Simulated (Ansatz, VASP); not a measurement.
## Si2C in VASP and in Ansatz

INCAR

```
PREC = Accurate
ENCUT = 600
EDIFF = 1E-6
ISMEAR = -4
SIGMA = 0.1
LREAL = False
LASPH = True
NELM = 120
ALGO = Normal
ISIF = 2
LWAVE = False
LCHARG = False
GGA = PE
NBANDS = 13
GGA_COMPAT = False
```

The input KPOINTS:

```
regular mesh
0
Gamma
  12 12 16
```

POSCAR

```
Si2C
1.0
    4.1255000672      0.0000000000      0.0000000000
   -2.0627500336      3.5727878615      0.0000000000
    0.0000000000      0.0000000000      2.5637874966
Si C
2 1
Direct
    0.3333333333      0.6666666667      0.5000000000
    0.6666666667      0.3333333333      0.5000000000
    0.0000000000      0.0000000000      0.0000000000
```

Input for Ansatz:

```yaml
crystal:
  lattice:
    - [4.1255000672, 0.0, 0.0]
    - [-2.0627500336, 3.5727878615, 0.0]
    - [0.0, 0.0, 2.5637874966]
  atoms:
    - { symbol: Si, position: [0.3333333333, 0.6666666667, 0.5] }
    - { symbol: Si, position: [0.6666666667, 0.3333333333, 0.5] }
    - { symbol: C, position: [0.0, 0.0, 0.0] }
basis:
  ecutwfc: 420
kpoints:
  mp_grid: { grid: [12, 12, 16] }
hamiltonian:
  xc: pbe
scf:
  occupations: { method: tetrahedron_uncorrected }
  mixing: { preconditioner: none }
  convergence: { dr2_threshold: 1.0e-09 }
output:
  forces: true
  eigenvalues: true
  stress: true
```

Alike in both runs: task single point; functional PBE; k mesh 12 × 12 × 16; no spin polarisation.

|  | VASP | Ansatz |
| --- | --- | --- |
| version | VASP 6.6.1 | Ansatz 0.2.0 |
| potentials or method | VASP PAW PBE potentials, release 64 (Si, C), cutoff 600 eV | scalar-relativistic, plane waves, PAW |
| occupations | tetrahedron | tetrahedron-uncorrected |
| valence electrons in the cell | 12 | 12 |

```csv
,VASP,Ansatz,Ansatz less VASP
gap on the k mesh at the Fermi level (eV),none,none,-
pressure (GPa),0.5,0.6,+0.09
"traceless stress, the component that is largest in VASP (GPa)",1.36,1.30,-0.068
```

A gap of «none» marks a metal or a gap that the smearing closes. Ansatz's warnings: band table not solved further, stress scf threshold loose.
